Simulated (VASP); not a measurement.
Write the native input for VASP 6.6.1 that does the following.

```
Task                   : single point
Functional             : LDA
Potentials or basis    : VASP PAW LDA potentials, release 64 (Bi_d)
Cutoff                 : 520 eV
k mesh                 : 9 × 9 × 1
Occupations            : fermi-dirac, width 0.05 eV
Spin                   : no spin polarisation
Dipole correction      : yes
Further INCAR settings : ALGO = Normal; EDIFF = 1e-06; NBANDS = 14
```

The structure of Bi lies in POSCAR:

```
Bi
1.0
    3.3013800000      0.0000000000      0.0000000000
   -1.6506900000      2.8590800000      0.0000000000
    0.0000000000      0.0000000000     23.8000000000
Bi
1
Direct
    0.0000000000      0.0000000000      0.2941200000
```

The input as run:

INCAR

```
SYSTEM = Bi
  ALGO = Normal
  DIPOL = 0.5 0.5 0.294
  EDIFF = 1E-6
  ENCUT = 520
  IDIPOL = 3
  ISIF = 2
  ISMEAR = -1
  LASPH = .True.
  LCHARG = .True.
  LDIPOL = .True.
  LELF = .True.
  LREAL = .False.
  LVACPOTAV = .True.
  LVHAR = .True.
  LWAVE = .False.
  NBANDS = 14
  NELM = 60
  PREC = Accurate
  SIGMA = 0.05
```

KPOINTS

```
k-points
0
Gamma
  9 9 1
  0 0 0
```

Potentials or basis: VASP PAW LDA potentials, release 64 (Bi_d).

Launch:

```bash
$ cat potpaw_LDA.64/Bi_d/POTCAR > POTCAR
$ mpirun -np 1 vasp_std > vasp.out
```

Wall time 34 s on 1 thread of Intel(R) Xeon(R) Platinum 8559C (Emerald Rapids) (shared host), peak memory 0.27 GiB.
